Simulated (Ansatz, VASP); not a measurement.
## Si7Sn: VASP beside Ansatz

```
CELL_PARAMETERS angstrom
5.56819 0.00000 0.00000
0.00000 5.56819 0.00000
0.00000 0.00000 5.56819
ATOMIC_POSITIONS crystal
Si 0.26192 0.26192 0.26192
Si 0.00000 0.50000 0.50000
Si 0.50000 0.50000 0.00000
Si 0.50000 0.00000 0.50000
Si 0.73808 0.26192 0.73808
Si 0.73808 0.73808 0.26192
Si 0.26192 0.73808 0.73808
Sn 0.00000 0.00000 0.00000
```

Alike in both runs: functional PBEsol; k mesh 6 × 6 × 6; occupations gaussian, width 0.01 eV; no spin polarisation.

Ansatz relaxed the structure, and its values are those at the end. VASP's run is a single point on that final structure, the one shown.

```csv
,VASP,Ansatz
version,VASP 6.6.1,Ansatz 0.2.0
potentials or method,"VASP PAW PBE potentials, release 64 (Si, Sn_d), cutoff 520 eV","scalar-relativistic, plane waves, PAW"
valence electrons in the cell,42,42
```

Ansatz gave:

- gap on the k mesh at the Fermi level (eV): 0.09
- least direct gap on the mesh (eV): 0.09
- pressure (GPa): 0.0
- rms of the force components (eV/Å): 0.003

Problem. Which values does VASP return?

Solution. gap on the k mesh at the Fermi level (eV): 0.09; least direct gap on the mesh (eV): 0.09; pressure (GPa): 0.0; rms of the force components (eV/Å): 0.007.

VASP's potentials were made for PBE, not for PBEsol. The functional is the same, so the differences come from potentials, cutoffs and numerics.
